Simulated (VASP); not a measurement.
# KBr in VASP: single point with PBE

Aim: the single point of KBr with PBE.

All numbers are computed with VASP 6.6.1; they aren't measurements. Logs are shortened: lines on timing, memory, paths and dates and some standing lists are left out, and cuts for length are marked.

## 1. The cell of the first run

The cell holds a wire or tube with vacuum around it, 12 atoms: a = 13.100 Å, b = 14.000 Å, c = 6.454 Å, α = 90.00°, β = 90.00°, γ = 90.00°.

## 2. Single point, PBE

INCAR

```
SYSTEM = KBr
PREC     = Accurate       ! precision mode
ENCUT    = 520            ! plane-wave cutoff, eV
EDIFF    = 1E-7           ! SCF threshold, eV
ISMEAR   = 0              ! smearing method
SIGMA    = 0.05           ! smearing width, eV
LREAL    = .False.        ! projectors in reciprocal space
LASPH    = .True.         ! aspherical terms in the spheres
NELM     = 80             ! most SCF steps
ALGO     = Normal         ! electronic algorithm
ISIF     = 2              ! what is computed and relaxed
LWAVE    = .False.        ! write WAVECAR
LCHARG   = .False.        ! write CHGCAR
GGA      = PE             ! functional
NBANDS   = 60             ! bands
```

KPOINTS

```
Automatic mesh
0
Gamma
  1 1 3
  0 0 0
```

POSCAR

```
KBr
1.0
   13.1000000000      0.0000000000      0.0000000000
    0.0000000000     14.0000000000      0.0000000000
    0.0000000000      0.0000000000      6.4535409429
K Br
6 6
Direct
    0.6077598531      0.5000000000      0.0285096151
    0.3566199456      0.5000000000      0.5287546614
    0.3653849748      0.2680826476      0.0273597366
    0.6002657487      0.7314146006      0.5273224205
    0.3653849748      0.7319173524      0.0273597366
    0.6002657487      0.2685853994      0.5273224205
    0.3503419888      0.5000000000      1.0287764849
    0.6133093253      0.5000000000      0.5284735481
    0.6127418463      0.2635136929      0.0272895289
    0.3531785423      0.7366399218      0.5274378259
    0.6127418463      0.7364863071      0.0272895289
    0.3531785423      0.2633600782      0.5274378259
```

Potentials or basis: VASP PAW PBE potentials, release 64 (K_sv, Br).

The run is started by

```sh
> cat potpaw_PBE.64/K_sv/POTCAR potpaw_PBE.64/Br/POTCAR > POTCAR
> mpirun -np 1 vasp_std > vasp.out
```

OUTCAR:

```text
SYSTEM = KBr
   PREC = Accurate
   ENCUT = 520
   EDIFF = 1E-7
   ISMEAR = 0
   LREAL = .False.
   LASPH = .True.
   NELM = 80
   ISIF = 2
   GGA = PE

 ion  position               nearest neighbor table
   1  0.608  0.500  0.029-   8 3.23   8 3.23
   2  0.357  0.500  0.529-   7 3.23   7 3.23
   3  0.365  0.268  0.027-  12 3.23  12 3.23   9 3.24   7 3.25
   4  0.600  0.731  0.527-  11 3.23  11 3.23  10 3.24   8 3.24
   5  0.365  0.732  0.027-  10 3.23  10 3.23  11 3.24   7 3.25
   6  0.600  0.269  0.527-   9 3.23   9 3.23  12 3.24   8 3.24
   7  0.350  0.500  0.029-   2 3.23   2 3.23   5 3.25   3 3.25
   8  0.613  0.500  0.528-   1 3.23   1 3.23   4 3.24   6 3.24
   9  0.613  0.264  0.027-   6 3.23   6 3.23   3 3.24
  10  0.353  0.737  0.527-   5 3.23   5 3.23   4 3.24
  11  0.613  0.736  0.027-   4 3.23   4 3.23   5 3.24
  12  0.353  0.263  0.527-   3 3.23   3 3.23   6 3.24

  LATTYP: Found a simple orthorhombic cell.
 ALAT       =     6.4535409429
 B/A-ratio  =     2.0298933742
 C/A-ratio  =     2.1693516976

  Lattice vectors:

 A1 = (   0.0000000000,   0.0000000000,   6.4535409429)
 A2 = (  13.1000000000,   0.0000000000,   0.0000000000)
 A3 = (   0.0000000000,  14.0000000000,   0.0000000000)

Analysis of symmetry for initial positions (statically):
=====================================================================
 Subroutine PRICEL returns:
 Original cell was already a primitive cell.

 Routine SETGRP: Setting up the symmetry group for a
 simple orthorhombic supercell.

 Subroutine GETGRP returns: Found  2 space group operations
 (whereof  2 operations were pure point group operations)
 out of a pool of  8 trial point group operations.

The static configuration has the point symmetry C_1h.

Analysis of symmetry for dynamics (positions and initial velocities):
=====================================================================
 Subroutine PRICEL returns:
 Original cell was already a primitive cell.

 Routine SETGRP: Setting up the symmetry group for a
 simple orthorhombic supercell.

 Subroutine GETGRP returns: Found  2 space group operations
 (whereof  2 operations were pure point group operations)
 out of a pool of  8 trial point group operations.

The dynamic configuration has the point symmetry C_1h.

 Subroutine INISYM returns: Found  2 space group operations
 (whereof  2 operations are pure point group operations),
 and found     1 'primitive' translations

----------------------------------------------------------------------------------------

                                     Primitive cell

  volume of cell :    1183.5794

  direct lattice vectors                    reciprocal lattice vectors
    13.100000000  0.000000000  0.000000000     0.076335878  0.000000000  0.000000000
     0.000000000 14.000000000  0.000000000     0.000000000  0.071428571  0.000000000
     0.000000000  0.000000000  6.453540943     0.000000000  0.000000000  0.154953693

  length of vectors
    13.100000000 14.000000000  6.453540943     0.076335878  0.071428571  0.154953693

  position of ions in fractional coordinates (direct lattice)
     0.607759853  0.500000000  0.028509615
     0.356619946  0.500000000  0.528754661
     0.365384975  0.268082648  0.027359737
     0.600265749  0.731414601  0.527322420
     0.365384975  0.731917352  0.027359737
     0.600265749  0.268585399  0.527322420
     0.350341989  0.500000000  0.028776485
     0.613309325  0.500000000  0.528473548
     0.612741846  0.263513693  0.027289529
     0.353178542  0.736639922  0.527437826
     0.612741846  0.736486307  0.027289529
     0.353178542  0.263360078  0.527437826

  ion indices of the primitive-cell ions
   primitive index   ion index
                 1           1
                 2           2
                 3           3
                 4           4
                 5           5
                 6           6
                 7           7
                 8           8
                 9           9
                10          10
                11          11
                12          12

----------------------------------------------------------------------------------------

 KPOINTS: Automatic mesh

Automatic generation of k-mesh.
 Grid dimensions read from file:
 generate k-points for:    1    1    3

 Generating k-lattice:

  Cartesian coordinates                     Fractional coordinates (reciprocal lattice)
     0.076335878  0.000000000  0.000000000     1.000000000  0.000000000  0.000000000
     0.000000000  0.071428571  0.000000000     0.000000000  1.000000000  0.000000000
     0.000000000  0.000000000  0.051651231     0.000000000  0.000000000  0.333333333

  Length of vectors
     0.076335878  0.071428571  0.051651231

  Shift w.r.t. Gamma in fractional coordinates (k-lattice)
     0.000000000  0.000000000  0.000000000

 Subroutine IBZKPT returns following result:
 ===========================================

 Found      2 irreducible k-points:

 Following reciprocal coordinates:
            Coordinates               Weight
  0.000000  0.000000  0.000000      1.000000
  0.000000  0.000000  0.333333      2.000000
   k-points           NKPTS =      2   k-points in BZ     NKDIM =      2   number of bands    NBANDS=     60
   number of dos      NEDOS =    301   number of ions     NIONS =     12
   total plane-waves  NPLWV = 508032
   dimension x,y,z NGX =    98 NGY =  108 NGZ =   48
   dimension x,y,z NGXF=   196 NGYF=  216 NGZF=   96
   ions per type =               6   6
   NGX,Y,Z   is equivalent  to a cutoff of  12.44, 12.82, 12.37 a.u.
   NGXF,Y,Z  is equivalent  to a cutoff of  24.87, 25.65, 24.73 a.u.
 SYSTEM =  KBr
   PREC   = accura    normal or accurate (medium, high low for compatibility)
   ISTART =      0    job   : 0-new  1-cont  2-samecut
   ICHARG =      2    charge: 1-file 2-atom 10-const
   ISPIN  =      1    spin polarized calculation?
   LNONCOLLINEAR =      F non collinear calculations
   LSORBIT =      F    spin-orbit coupling
   LASPH  =      T    aspherical Exc in radial PAW
   ENCUT  =  520.0 eV  38.22 Ry    6.18 a.u.  24.36 26.03 12.00*2*pi/ulx,y,z
   NELM   =     80;   NELMIN=  2; NELMDL= -5     # of ELM steps
   EDIFF  = 0.1E-06   stopping-criterion for ELM
   LREAL  =      F    real-space projection
   EDIFFG = 0.1E-05   stopping-criterion for IOM
   NSW    =      0    number of steps for IOM
   IBRION =     -1    ionic relax: 0-MD 1-quasi-New 2-CG
   NFREE  =      0    steps in history (QN), initial steepest desc. (CG)
   ISIF   =      2    stress and relaxation
   ISYM   =      2    0-nonsym 1-usesym 2-fastsym
   POTIM  = 0.5000    time-step for ionic-motion
   TEBEG  =    0.0;   TEEND  =   0.0 temperature during run
   PSTRESS=    0.0 pullay stress
   NELECT =      96.0000    total number of electrons
   NUPDOWN=      -1.0000    fix difference up-down
   EMIN   =  10.00;   EMAX   =-10.00  energy-range for DOS
   EFERMI =   0.00;   METHOD = LEGACY
   ISMEAR =     0;   SIGMA  =   0.05  broadening in eV -4-tet -1-fermi 0-gaus
   EFERMI_NEDOS =   21; number of points for ismear=-14 and -15
   IALGO  =     38    algorithm
   IMIX   =      4    mixing-type and parameters
     AMIX     =   0.40;   BMIX     =  1.00
     AMIX_MAG =   1.60;   BMIX_MAG =  1.00
  volume/ion in A,a.u.               =      98.63       665.60
  Fermi-wavevector in a.u.,A,eV,Ry     =   0.708652  1.339157  6.832670  0.502187
  Thomas-Fermi vector in A             =   1.795024
   LORBIT       =      0    0 simple, 1 ext, 2 COOP (PROOUT), +10 PAW based schemes
   GGA     = PE    functional components
   LHFCALC =     F    Hartree Fock is set to
   AEXX    =    0.0000 exact exchange contribution
   IVDW    =     0    specifies the selected vdW correction
   LEPSILON=     F    determine dielectric tensor
   LRPA    =     F    only Hartree local field effects (RPA)
 non-spin polarized calculation
 Gauss-broadening in eV      SIGMA  =   0.05
  energy-cutoff  :      520.00
  volume of cell :     1183.58
 maximum number of plane-waves:     31894
 NGX is ok and might be reduce to    98
   NGX = 49   NGY = 53   NGZ = 23

 number of electron      96.0000008 magnetization

 Free energy of the ion-electron system (eV)
  ---------------------------------------------------
  ext. energy  EPLUGINS =         0.00000000
  ---------------------------------------------------
  free energy    TOTEN  =       -35.75437048 eV

  energy without entropy =      -35.75437048  energy(sigma->0) =      -35.75437048

 E-fermi :  -4.0760     XC(G=0):  -3.4827

 val. band max:       -4.3960552174   @ k =   0.0000   0.0000   0.0000
 cond. band min:      -0.0605227174   @ k =   0.0000   0.0000   0.0000
 fundamental gap:      4.3355325000
 Fermi energy:        -4.0759751223

 k-point     1 :       0.0000    0.0000    0.0000
  band No.  band energies     occupation
      1     -32.6613      2.00000
      2     -32.6612      2.00000
      3     -32.6547      2.00000
      4     -32.6546      2.00000
      5     -32.3870      2.00000
      6     -32.3805      2.00000
[... 52 lines left out ...]
     59       2.1130      0.00000
     60       2.3224      0.00000

 k-point     2 :       0.0000    0.0000    0.3333
  band No.  band energies     occupation
      1     -32.6609      2.00000
      2     -32.6609      2.00000
      3     -32.6549      2.00000
      4     -32.6549      2.00000
      5     -32.3868      2.00000
      6     -32.3805      2.00000
[... 52 lines left out ...]
     59       2.2989      0.00000
     60       2.5369      0.00000

------------------------ aborting loop because EDIFF is reached ----------------------------------------

  FORCE on cell =-STRESS in cart. coord.  units (eV):
  Direction    XX          YY          ZZ          XY          YZ          ZX
  --------------------------------------------------------------------------------------
  -------------------------------------------------------------------------------------
  Total        0.0349156      0.1631195      0.1634148      0.0000000      0.0000000      0.0033732
  in kB        0.0472643      0.2208101      0.2212099      0.0000000      0.0000000      0.0045663
  external PRESSURE =       0.1630948 kB  Pullay stress =       0.0000000 kB

 VOLUME and BASIS-vectors are now :
 -----------------------------------------------------------------------------
  energy-cutoff  :      520.00
  volume of cell :     1183.58
      direct lattice vectors                 reciprocal lattice vectors
    13.100000000  0.000000000  0.000000000     0.076335878  0.000000000  0.000000000
     0.000000000 14.000000000  0.000000000     0.000000000  0.071428571  0.000000000
     0.000000000  0.000000000  6.453540943     0.000000000  0.000000000  0.154953693

 POSITION                                       TOTAL-FORCE (eV/Angst)
 -----------------------------------------------------------------------------------
      7.96165      7.00000      0.18399         0.002421      0.000000     -0.002389
      4.67172      7.00000      3.41234        -0.006736      0.000000     -0.002617
      4.78654      3.75316      0.17657        -0.007496      0.006480      0.001953
      7.86348     10.23980      3.40310         0.008869      0.001923      0.000744
      4.78654     10.24684      0.17657        -0.007496     -0.006480      0.001953
      7.86348      3.76020      3.40310         0.008869     -0.001923      0.000744
      4.58948      7.00000      0.18571         0.002825      0.000000     -0.003486
      8.03435      7.00000      3.41053         0.006358      0.000000     -0.001819
      8.02692      3.68919      0.17611         0.000113     -0.007806      0.001815
      4.62664     10.31296      3.40384        -0.003921      0.009473      0.000644
      8.02692     10.31081      0.17611         0.000113      0.007806      0.001815
      4.62664      3.68704      3.40384        -0.003921     -0.009473      0.000644
 -----------------------------------------------------------------------------------
    total drift:                                0.000255      0.000000     -0.000032

  FREE ENERGIE OF THE ION-ELECTRON SYSTEM (eV)
  ---------------------------------------------------
  free  energy   TOTEN  =       -35.7543704850 eV

  energy  without entropy=      -35.7543704850  energy(sigma->0) =      -35.75437048
```

Wall time 5.9 min (1 thread of Intel Xeon Platinum 8259CL at 2.50GHz (Skylake/Cascade Lake), shared host); peak memory 0.94 GiB.

Results:

```yaml
Free_energy: -35.7544 eV
Largest_force: 0.010 eV/Å
Band_gap_on_the_k_mesh: 4.34 eV
```

Forces in eV/Å, atoms in the order of the input:
```
K    0.002  0.000 -0.002
K   -0.007  0.000 -0.003
K   -0.007  0.006  0.002
K    0.009  0.002  0.001
K   -0.007 -0.006  0.002
K    0.009 -0.002  0.001
Br   0.003  0.000 -0.003
Br   0.006  0.000 -0.002
Br   0.000 -0.008  0.002
Br  -0.004  0.009  0.001
Br   0.000  0.008  0.002
Br  -0.004 -0.009  0.001
```

Levels at points of the mesh, in eV from the valence-band top:
| k point | band 44 | band 45 | band 46 | band 47 | band 48 | band 49 | band 50 | band 51 | band 52 | band 53 |
| --- | --- | --- | --- | --- | --- | --- | --- | --- | --- | --- |
| (0.00, 0.00, 0.00) | -0.06 | -0.04 | -0.02 | -0.01 | 0.00 | 4.34 | 5.23 | 5.33 | 5.43 | 6.02 |
